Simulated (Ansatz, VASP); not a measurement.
## Two plane-wave programs on PtSe2

INCAR

```
PREC     = Accurate       # precision mode
ENCUT    = 520            # plane-wave cutoff, eV
EDIFF    = 1E-6           # SCF threshold, eV
ISMEAR   = 0              # smearing method
SIGMA    = 0.1            # smearing width, eV
LREAL    = F              # projectors in reciprocal space
LASPH    = T              # aspherical terms in the spheres
NELM     = 80             # most SCF steps
ALGO     = Normal         # electronic algorithm
ISIF     = 2              # what is computed and relaxed
LWAVE    = F              # write WAVECAR
LCHARG   = T              # write CHGCAR
LELF     = T              # ELF
LVHAR    = T            
NBANDS   = 18             # bands
```

KPOINTS

```
Automatic mesh
0
Gamma
  6 6 4
```

POSCAR

```
PtSe2
1.0
    3.7240000000      0.0000000000      0.0000000000
   -1.8620000000      3.2250786037      0.0000000000
    0.0000000000      0.0000000000      5.0620000000
Pt Se
1 2
Direct
    0.0000000000      0.0000000000      0.0000000000
    0.3333333333      0.6666666667      0.2500000000
    0.6666666667      0.3333333333      0.7500000000
```

Input for Ansatz:

```yaml
crystal:
  lattice:
    - [3.724, 0.0, 0.0]
    - [-1.862, 3.2250786037, 0.0]
    - [0.0, 0.0, 5.062]
  atoms:
    - { symbol: Pt, position: [0.0, 0.0, 0.0] }
    - { symbol: Se, position: [0.3333333333, 0.6666666667, 0.25] }
    - { symbol: Se, position: [0.6666666667, 0.3333333333, 0.75] }
basis:
  ecutwfc: 420
kpoints:
  mp_grid: { grid: [6, 6, 4] }
hamiltonian:
  xc: lda
scf:
  occupations: { method: gaussian, width: 0.1 }
output:
  forces: true
  stress: true
  eigenvalues: true
```

Alike in both runs: task single point; functional LDA; k mesh 6 × 6 × 4; occupations gaussian, width 0.1 eV; no spin polarisation.

|  | VASP | Ansatz |
| --- | --- | --- |
| version | VASP 6.6.1 | Ansatz 0.2.0 |
| potentials or method | VASP PAW LDA potentials, release 64 (Pt, Se), cutoff 520 eV | scalar-relativistic, plane waves, PAW |
| valence electrons in the cell | 22 | 50 |

```csv
,VASP,Ansatz,Ansatz less VASP
gap on the k mesh at the Fermi level (eV),none,none,-
pressure (GPa),-0.1,-0.5,-0.40
"traceless stress, the component that is largest in VASP (GPa)",-0.83,-0.71,+0.127
rms of the force components (eV/Å),0.114,0.088,-0.0261
```

LDA's correlation is that of Perdew and Zunger in VASP and of Perdew and Wang (1992) in Ansatz. Atom by atom the forces differ by 0.026 eV/Å (rms over components). A gap of «none» marks a metal or a gap that the smearing closes. VASP's potentials hold 22 valence electrons a cell and Ansatz's 50, so a difference there can come from the potentials and not from the codes.

Spin-orbit coupling is off throughout.
